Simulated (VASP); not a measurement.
# Ta (Immm) in VASP: a series of runs

Ta is run at these levels: PBE; tasks: single point.

Program: VASP 6.6.1. These are calculated values, not measurements. Logs are shortened: lines on timing, memory, paths and dates and some standing lists are left out, and cuts for length are marked.

## (1) The cell of the first run

Symmetry: Immm, No. 71, orthorhombic system. Conventional cell: a = 3.136 Å, b = 3.319 Å, c = 3.692 Å, α = 90.00°, β = 90.00°, γ = 90.00°. Within 3.9 Å of Ta (site symmetry mmm) lie 14 Ta at 2.94 to 3.69 Å.

## (2) Single point, PBE (normal strain along x -0.0550, normal strain along z +0.1125)

Input file INCAR:

```
  ALGO = Fast
  EDIFF = 1E-7
  ENCUT = 520
  GGA = PE
  ISIF = 2
  ISMEAR = 0
  LASPH = T
  LCHARG = T
  LELF = T
  LREAL = F
  LVHAR = T
  LWAVE = F
  NBANDS = 12
  NELM = 80
  PREC = Accurate
  SIGMA = 0.15
```

Input file KPOINTS:

```
k-points
0
Gamma
  18 18 18
```

Input file POSCAR:

```
Ta
1.0
   -1.5682119726      1.6594835689      1.8461754704
    1.5682119726     -1.6594835689      1.8461754704
    1.5682119726      1.6594835689     -1.8461754704
Ta
1
Direct
    0.0000000000      0.0000000000      0.0000000000
```

Potentials or basis: VASP PAW PBE potentials, release 64 (Ta_pv).

Command:

```
$ cat potpaw_PBE.64/Ta_pv/POTCAR > POTCAR
$ mpirun -np 1 vasp_std > vasp.out
```

OUTCAR:

```text
EDIFF = 1E-7
   ENCUT = 520
   GGA = PE
   ISIF = 2
   ISMEAR = 0
   LASPH = T
   LREAL = F
   NELM = 80
   PREC = Accurate

 ion  position               nearest neighbor table
   1  0.000  0.000  0.000-

  LATTYP: Found a body centered orthorhombic cell.
 ALAT       =     3.1364239452
 B/A-ratio  =     1.0582010582
 C/A-ratio  =     1.1772486773

  Lattice vectors:

 A1 = (  -1.5682119726,   1.6594835689,   1.8461754704)
 A2 = (   1.5682119726,  -1.6594835689,   1.8461754704)
 A3 = (   1.5682119726,   1.6594835689,  -1.8461754704)

Analysis of symmetry for initial positions (statically):
=====================================================================
 Subroutine PRICEL returns:
 Original cell was already a primitive cell.

 Routine SETGRP: Setting up the symmetry group for a
 body centered orthorhombic supercell.

 Subroutine GETGRP returns: Found  8 space group operations
 (whereof  8 operations were pure point group operations)
 out of a pool of  8 trial point group operations.

The static configuration has the point symmetry D_2h.

Analysis of symmetry for dynamics (positions and initial velocities):
=====================================================================
 Subroutine PRICEL returns:
 Original cell was already a primitive cell.

 Routine SETGRP: Setting up the symmetry group for a
 body centered orthorhombic supercell.

 Subroutine GETGRP returns: Found  8 space group operations
 (whereof  8 operations were pure point group operations)
 out of a pool of  8 trial point group operations.

The dynamic configuration has the point symmetry D_2h.

 Subroutine INISYM returns: Found  8 space group operations
 (whereof  8 operations are pure point group operations),
 and found     1 'primitive' translations

----------------------------------------------------------------------------------------

                                     Primitive cell

  volume of cell :      19.2181

  direct lattice vectors                    reciprocal lattice vectors
    -1.568211973  1.659483569  1.846175470     0.000000000  0.301298554  0.270830161
     1.568211973 -1.659483569  1.846175470     0.318834449  0.000000000  0.270830161
     1.568211973  1.659483569 -1.846175470     0.318834449  0.301298554  0.000000000

  length of vectors
     2.936245626  2.936245626  2.936245626     0.405129356  0.418335251  0.438675534

  position of ions in fractional coordinates (direct lattice)
     0.000000000  0.000000000  0.000000000

  ion indices of the primitive-cell ions
   primitive index   ion index
                 1           1

----------------------------------------------------------------------------------------

 KPOINTS: k-points

Automatic generation of k-mesh.
 Grid dimensions read from file:
 generate k-points for:   18   18   18

 Generating k-lattice:

  Cartesian coordinates                     Fractional coordinates (reciprocal lattice)
     0.000000000  0.016738809  0.015046120     0.055555556  0.000000000 -0.000000000
     0.017713025  0.000000000  0.015046120     0.000000000  0.055555556  0.000000000
     0.017713025  0.016738809  0.000000000    -0.000000000  0.000000000  0.055555556

  Length of vectors
     0.022507186  0.023240847  0.024370863

  Shift w.r.t. Gamma in fractional coordinates (k-lattice)
     0.000000000  0.000000000  0.000000000

 Subroutine IBZKPT returns following result:
 ===========================================

 Found    865 irreducible k-points:

 Following reciprocal coordinates:
            Coordinates               Weight
  0.000000  0.000000  0.000000      1.000000
  0.055556  0.000000 -0.000000      4.000000
  0.111111  0.000000 -0.000000      4.000000
  0.166667  0.000000 -0.000000      4.000000
  0.222222  0.000000  0.000000      4.000000
  0.277778  0.000000  0.000000      4.000000
[... 16 lines left out ...]
 -0.333333  0.055556  0.000000      8.000000
 -0.277778  0.055556  0.000000      8.000000
 [... further k-points ...]
   k-points           NKPTS =    865   k-points in BZ     NKDIM =    865   number of bands    NBANDS=     12
   number of dos      NEDOS =    301   number of ions     NIONS =      1
   total plane-waves  NPLWV =  13824
   dimension x,y,z NGX =    24 NGY =   24 NGZ =   24
   dimension x,y,z NGXF=    48 NGYF=   48 NGZF=   48
   ions per type =               1
   NGX,Y,Z   is equivalent  to a cutoff of  13.59, 13.59, 13.59 a.u.
   NGXF,Y,Z  is equivalent  to a cutoff of  27.18, 27.18, 27.18 a.u.
 SYSTEM =  unknown system
   PREC   = accura    normal or accurate (medium, high low for compatibility)
   ISTART =      0    job   : 0-new  1-cont  2-samecut
   ICHARG =      2    charge: 1-file 2-atom 10-const
   ISPIN  =      1    spin polarized calculation?
   LNONCOLLINEAR =      F non collinear calculations
   LSORBIT =      F    spin-orbit coupling
   LASPH  =      T    aspherical Exc in radial PAW
   ENCUT  =  520.0 eV  38.22 Ry    6.18 a.u.   5.46  5.46  5.46*2*pi/ulx,y,z
   NELM   =     80;   NELMIN=  2; NELMDL= -5     # of ELM steps
   EDIFF  = 0.1E-06   stopping-criterion for ELM
   LREAL  =      F    real-space projection
   EDIFFG = 0.1E-05   stopping-criterion for IOM
   NSW    =      0    number of steps for IOM
   IBRION =     -1    ionic relax: 0-MD 1-quasi-New 2-CG
   NFREE  =      0    steps in history (QN), initial steepest desc. (CG)
   ISIF   =      2    stress and relaxation
   ISYM   =      2    0-nonsym 1-usesym 2-fastsym
   POTIM  = 0.5000    time-step for ionic-motion
   TEBEG  =    0.0;   TEEND  =   0.0 temperature during run
   PSTRESS=    0.0 pullay stress
   NELECT =      11.0000    total number of electrons
   NUPDOWN=      -1.0000    fix difference up-down
   EMIN   =  10.00;   EMAX   =-10.00  energy-range for DOS
   EFERMI =   0.00;   METHOD = LEGACY
   ISMEAR =     0;   SIGMA  =   0.15  broadening in eV -4-tet -1-fermi 0-gaus
   EFERMI_NEDOS =   21; number of points for ismear=-14 and -15
   IALGO  =     68    algorithm
   IMIX   =      4    mixing-type and parameters
     AMIX     =   0.40;   BMIX     =  1.00
     AMIX_MAG =   1.60;   BMIX_MAG =  1.00
  volume/ion in A,a.u.               =      19.22       129.69
  Fermi-wavevector in a.u.,A,eV,Ry     =   1.359259  2.568627 25.137914  1.847585
  Thomas-Fermi vector in A             =   2.486022
   LORBIT       =      0    0 simple, 1 ext, 2 COOP (PROOUT), +10 PAW based schemes
   GGA     = PE    functional components
   LHFCALC =     F    Hartree Fock is set to
   AEXX    =    0.0000 exact exchange contribution
   IVDW    =     0    specifies the selected vdW correction
   LEPSILON=     F    determine dielectric tensor
   LRPA    =     F    only Hartree local field effects (RPA)
 non-spin polarized calculation
 RMM-DIIS sequential band-by-band and
 Gauss-broadening in eV      SIGMA  =   0.15
  energy-cutoff  :      520.00
  volume of cell :       19.22
 maximum number of plane-waves:       532
 NGX is ok and might be reduce to    24
   NGX = 11   NGY = 11   NGZ = 11

 number of electron      10.9999999 magnetization

 Free energy of the ion-electron system (eV)
  ---------------------------------------------------
  ext. energy  EPLUGINS =         0.00000000
  ---------------------------------------------------
  free energy    TOTEN  =       -11.73077995 eV

  energy without entropy =      -11.71471162  energy(sigma->0) =      -11.72274578

 E-fermi :   5.0685     XC(G=0): -12.2882

 val. band max:        5.0679000629   @ k =   0.2778  -0.2222   0.1111
 cond. band min:       5.0719010506   @ k =   0.0000   0.0556  -0.0000
 fundamental gap:      0.0040009877
 Fermi energy:         5.0685121106

 k-point     1 :       0.0000    0.0000    0.0000
  band No.  band energies     occupation
      1     -28.3605      2.00000
      2     -28.3584      2.00000
      3     -28.3350      2.00000
      4      -2.6892      2.00000
      5       5.0272      1.30314
      6       5.8009      0.00000
      7       6.8550      0.00000
      8       7.4911      0.00000
      9       9.5593      0.00000
     10      18.4386      0.00000
     11      20.0503      0.00000
     12      21.2068      0.00000

 k-point     2 :       0.0556    0.0000   -0.0000
  band No.  band energies     occupation
      1     -28.3899      2.00000
      2     -28.3589      2.00000
      3     -28.3424      2.00000
      4      -2.5702      2.00000
      5       5.0246      1.32106
      6       5.8360      0.00000
      7       6.8672      0.00000
      8       7.4060      0.00000
      9       9.5078      0.00000
     10      18.6669      0.00000
     11      20.1667      0.00000
     12      21.4063      0.00000

 k-point     3 :       0.1111    0.0000   -0.0000
  band No.  band energies     occupation
      1     -28.4770      2.00000
      2     -28.3635      2.00000
      3     -28.3573      2.00000
      4      -2.2243      2.00000
      5       4.9941      1.51713
      6       5.8607      0.00000
      7       6.9948      0.00000
      8       7.2179      0.00000
      9       9.3795      0.00000
     10      19.2347      0.00000
     11      20.3739      0.00000
     12      21.9886      0.00000

 k-point     4 :       0.1667    0.0000   -0.0000
  band No.  band energies     occupation
      1     -28.6083      2.00000
      2     -28.3958      2.00000
      3     -28.3549      2.00000
      4      -1.6872      2.00000
      5       4.8895      1.90862
      6       5.7453      0.00000
      7       7.0748      0.00000
      8       7.3915      0.00000
      9       9.2314      0.00000
     10      19.4374      0.00000
     11      19.6425      0.00000
     12      20.4660      0.00000

 k-point     5 :       0.2222    0.0000    0.0000
  band No.  band energies     occupation
      1     -28.7658      2.00000
      2     -28.4350      2.00000
      3     -28.3520      2.00000
      4      -1.0236      2.00000
      5       4.7219      1.99892
      6       5.5155      0.00003
      7       7.0674      0.00000
      8       8.0537      0.00000
      9       9.1219      0.00000
     10      19.0893      0.00000
     11      19.4476      0.00000
     12      20.5517      0.00000
[... 228 lines left out ...]
      1     -29.2394      2.00000
      2     -28.5695      2.00000
      3     -28.3570      2.00000
      4       0.8099      2.00000
      5       4.7000      1.99949
      6       5.2515      0.08455
      7       7.2344      0.00000
      8       9.4838      0.00000
      9      11.3129      0.00000
     10      15.7117      0.00000
     11      17.6894      0.00000
     12      19.4474      0.00000

 k-point    22 :      -0.3889    0.0556    0.0000
  band No.  band energies     occupation
      1     -29.1439      2.00000
      2     -28.5416      2.00000
      3     -28.3603      2.00000
      4       0.5676      2.00000
      5       4.7757      1.99423
      6       4.8800      1.92452
      7       7.2194      0.00000
      8       9.4018      0.00000
      9      10.4357      0.00000
     10      16.6942      0.00000
     11      18.2714      0.00000
     12      19.4486      0.00000

 k-point    23 :      -0.3333    0.0556    0.0000
  band No.  band energies     occupation
      1     -29.0121      2.00000
      2     -28.5042      2.00000
      3     -28.3637      2.00000
      4       0.1020      2.00000
      5       4.5541      2.00000
      6       5.0730      0.96636
      7       7.1545      0.00000
      8       9.2432      0.00000
      9       9.5142      0.00000
     10      17.8631      0.00000
     11      19.1381      0.00000
     12      19.4572      0.00000

 k-point    24 :      -0.2778    0.0556    0.0000
  band No.  band energies     occupation
      1     -28.8582      2.00000
      2     -28.4616      2.00000
      3     -28.3670      2.00000
      4      -0.5433      2.00000
      5       4.5569      2.00000
      6       5.3399      0.01051
      7       7.0948      0.00000
      8       8.4850      0.00000
      9       9.2677      0.00000
     10      18.9525      0.00000
     11      19.4466      0.00000
     12      20.1536      0.00000

 [... further k-points ...]
[... 5 lines left out ...]
  --------------------------------------------------------------------------------------
  -------------------------------------------------------------------------------------
  Total       -0.3583696     -0.6008125     -1.6448937     -0.0000000      0.0000000      0.0000000
  in kB      -29.8765919    -50.0885946   -137.1316592     -0.0000000      0.0000000      0.0000000
  external PRESSURE =     -72.3656152 kB  Pullay stress =       0.0000000 kB

 VOLUME and BASIS-vectors are now :
 -----------------------------------------------------------------------------
  energy-cutoff  :      520.00
  volume of cell :       19.22
      direct lattice vectors                 reciprocal lattice vectors
    -1.568211973  1.659483569  1.846175470     0.000000000  0.301298554  0.270830161
     1.568211973 -1.659483569  1.846175470     0.318834449  0.000000000  0.270830161
     1.568211973  1.659483569 -1.846175470     0.318834449  0.301298554  0.000000000

 POSITION                                       TOTAL-FORCE (eV/Angst)
 -----------------------------------------------------------------------------------
      0.00000      0.00000      0.00000         0.000000      0.000000     -0.000000
 -----------------------------------------------------------------------------------
    total drift:                               -0.000000      0.000000      0.000000

  FREE ENERGIE OF THE ION-ELECTRON SYSTEM (eV)
  ---------------------------------------------------
  free  energy   TOTEN  =       -11.7307799465 eV

  energy  without entropy=      -11.7147116160  energy(sigma->0) =      -11.72274578
```

Run time: 1.7 min. Hardware: 1 thread of Intel Xeon 6975P-C, shared host; peak memory 0.3 GiB.

What came out:

* Free energy: -11.7308 eV
* Pressure: -7.2 GPa

Levels at points of the mesh, in eV from the Fermi level:
```csv
k point,band 3,band 4,band 5,band 6,band 7,band 8
"(0.00, 0.00, 0.00)",-33.40,-7.76,-0.04,0.73,1.79,2.42
"(0.50, 0.00, 0.00)",-33.41,-4.27,-0.42,0.79,2.04,4.38
"(0.00, 0.50, 0.00)",-33.46,-4.18,-1.19,1.21,2.51,5.34
"(0.50, 0.50, 0.00)",-33.51,-4.11,-2.35,1.88,4.54,5.53
"(0.50, 0.50, 0.50)",-33.91,-3.72,-3.32,5.85,5.96,6.33
```

Caveat: the cell differs from its parent crystal (normal strain along x -0.0550, normal strain along z +0.1125); spin-orbit coupling is left out, which moves the levels of the heavy elements.

## (3) Single point, PBE (normal strain along x +0.1100, normal strain along z -0.0375)

Input file INCAR:

```
SYSTEM = Ta
PREC     = Accurate       ! precision mode
ENCUT    = 520            ! plane-wave cutoff, eV
EDIFF    = 1E-6           ! SCF threshold, eV
ISMEAR   = 0              ! smearing method
SIGMA    = 0.15           ! smearing width, eV
LREAL    = .False.        ! projectors in reciprocal space
LASPH    = .True.         ! aspherical terms in the spheres
NELM     = 80             ! most SCF steps
ALGO     = Fast           ! electronic algorithm
ISIF     = 2              ! what is computed and relaxed
LWAVE    = .False.        ! write WAVECAR
LCHARG   = .False.        ! write CHGCAR
GGA      = PE             ! functional
NBANDS   = 12             ! bands
```

Input file KPOINTS:

```
Automatic mesh
0
Gamma
  18 18 18
  0 0 0
```

Input file POSCAR:

```
Ta
1.0
   -1.8420267615      1.6594835689      1.5972529351
    1.8420267615     -1.6594835689      1.5972529351
    1.8420267615      1.6594835689     -1.5972529351
Ta
1
Direct
    0.0000000000      0.0000000000      0.0000000000
```

Potentials or basis: VASP PAW PBE potentials, release 64 (Ta_pv).

Command:

```
$ cat potpaw_PBE.64/Ta_pv/POTCAR > POTCAR
$ mpirun -np 1 vasp_std > vasp.out
```

Wall time 98 s (1 thread of Intel Xeon 6975P-C, shared host); peak memory 0.3 GiB.

It converged, with:

* Free energy: -11.7246 eV
* Pressure: -10.1 GPa

Stress tensor (GPa, compression positive):
```
-15.95   0.00   0.00
  0.00  -8.11   0.00
  0.00   0.00  -6.29
```

Levels at points of the mesh, in eV from the Fermi level:
```csv
k point,band 2,band 3,band 4,band 5,band 6,band 7,band 8,band 9
"(0.00, 0.00, 0.00)",-33.47,-33.46,-7.68,0.11,0.62,1.66,2.57,4.35
"(0.50, 0.00, 0.00)",-33.82,-33.55,-4.03,-2.22,1.76,4.50,5.24,7.07
"(0.00, 0.50, 0.00)",-33.73,-33.50,-4.11,-1.08,1.11,2.53,5.04,6.67
"(0.50, 0.50, 0.00)",-33.69,-33.46,-4.18,-0.57,0.83,2.22,4.41,6.68
"(0.50, 0.50, 0.50)",-34.04,-33.97,-3.60,-3.24,5.87,5.92,6.22,6.35
```

Caveat: the cell differs from its parent crystal (normal strain along x +0.1100, normal strain along z -0.0375); spin-orbit coupling is left out, which moves the levels of the heavy elements.
